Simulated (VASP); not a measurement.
A run of VASP 6.6.1:

Contents of INCAR:

```
ALGO = Normal
EDIFF = 1E-6
ENCUT = 520
GGA = PS
ISIF = 2
ISMEAR = 1
LASPH = T
LCHARG = F
LREAL = F
LWAVE = F
NBANDS = 13
NELM = 100
PREC = Accurate
SIGMA = 0.1
```

The input KPOINTS:

```
k-points
0
Gamma
  36 36 36
```

POSCAR

```
Mo
1.0
   -1.5647896150      1.5647896150      1.5647896150
    1.5647896150     -1.5647896150      1.5647896150
    1.5647896150      1.5647896150     -1.5647896150
Mo
1
Direct
    0.0000000000      0.0000000000      0.0000000000
```

Potentials or basis: VASP PAW PBE potentials, release 64 (Mo_sv).

Run with:

```console
$ cat potpaw_PBE.64/Mo_sv/POTCAR > POTCAR
$ mpirun -np 1 vasp_std > vasp.out
```

Hardware: 1 thread of Intel(R) Xeon(R) Platinum 8488C (Sapphire Rapids), on a shared host.

Q: How long does it take, and how much memory?

A: Run time: 84 s on 1 thread of Intel(R) Xeon(R) Platinum 8488C (Sapphire Rapids), on a shared host, peak memory 0.32 GiB. Counts: scf iterations 11, k points 1240.
